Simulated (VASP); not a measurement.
**GaN: single point with PBE**

The system is GaN.

```
Ga N
1.0
     3.18000    0.00000    0.00000
    -1.59000    2.75396    0.00000
     0.00000    0.00000    5.16600
Ga N
2 2
Direct
  0.33333 0.66667 0.00000
  0.66667 0.33333 0.50000
  0.33333 0.66667 0.37500
  0.66667 0.33333 0.87500
```

```json
{"Program": "VASP 6.6.1", "Task": "single point", "Functional": "PBE", "Potentials or basis": "VASP PAW PBE potentials, release 64 (Ga_d, N)", "Cutoff": "520 eV", "k mesh": "18 × 18 × 8", "Occupations": "gaussian, width 0.05 eV", "Spin": "no spin polarisation", "Dipole correction": "no", "Further INCAR settings": "ALGO = Normal; EDIFF = 1e-07; NBANDS = 26"}
```

```
Pressure               : 7.3 GPa
Largest force          : 0.135 eV/Å
Band gap on the k mesh : 1.97 eV, direct
```

Forces in eV/Å, atoms in the order of the input:
```
Ga   0.000  0.000 -0.135
Ga   0.000  0.000 -0.135
N    0.000  0.000  0.135
N    0.000  0.000  0.135
```

Stress tensor (GPa, compression positive):
```
6.59 0.00 0.00
0.00 6.59 0.00
0.00 0.00 8.77
```

Levels at points of the mesh, in eV from the valence-band top:
```tsv
k point	band 14	band 15	band 16	band 17	band 18	band 19	band 20	band 21	band 22	band 23
(0.00, 0.00, 0.00)	-1.06	-1.06	-0.06	0.00	0.00	1.97	4.30	9.26	9.92	9.92
(0.50, 0.00, 0.00)	-5.29	-4.27	-2.78	-2.26	-0.99	5.08	5.61	6.08	8.67	10.39
(0.00, 0.00, 0.50)	-3.87	-0.54	-0.54	-0.54	-0.54	4.29	4.29	8.54	8.54	10.44
(0.50, 0.00, 0.50)	-6.64	-1.96	-1.96	-1.93	-1.93	4.43	4.43	7.84	7.84	10.03
```

Wall time 90 s on 1 thread of AMD EPYC 9R45 96-Core Processor (Zen 5), on a shared host, peak memory 0.26 GiB.

A k mesh can miss the band edges. As with any semilocal functional, this PBE gap is likely too small.
